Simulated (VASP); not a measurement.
Here is a VASP 6.6.1 calculation.

Contents of INCAR:

```
PREC = Accurate ; ENCUT = 520
EDIFF = 1E-7 ; ISMEAR = 1
SIGMA = 0.15 ; LREAL = F
LASPH = T ; NELM = 100
ALGO = Normal ; ISIF = 2
LWAVE = F ; LCHARG = F
NBANDS = 18
```

KPOINTS

```
regular mesh
0
Gamma
  13 13 13
```

File POSCAR:

```
Si2Mo
1.0
   -1.5783757276      1.5783757276      3.8773786233
    1.5783757276     -1.5783757276      3.8773786233
    1.5783757276      1.5783757276     -3.8773786233
Si Mo
2 1
Direct
    0.3330000000      0.3330000000      0.0000000000
    0.6670000000      0.6670000000      0.0000000000
    0.0000000000      0.0000000000      0.0000000000
```

Potentials or basis: VASP PAW LDA potentials, release 64 (Si, Mo_sv).

Command:

```console
$ cat potpaw_LDA.64/Si/POTCAR potpaw_LDA.64/Mo_sv/POTCAR > POTCAR
$ mpirun -np 1 vasp_std > vasp.out
```

Predict the band gap on the k mesh.

zero (band 11 reaches 13.36 eV, above the bottom of band 12 at 12.36 eV).

What does it give for the pressure?

3.6 GPa.

Estimate the largest force.

0.305 eV/Å.

Stress tensor (GPa, compression positive):
```
3.85 0.00 0.00
0.00 3.85 0.00
0.00 0.00 3.14
```
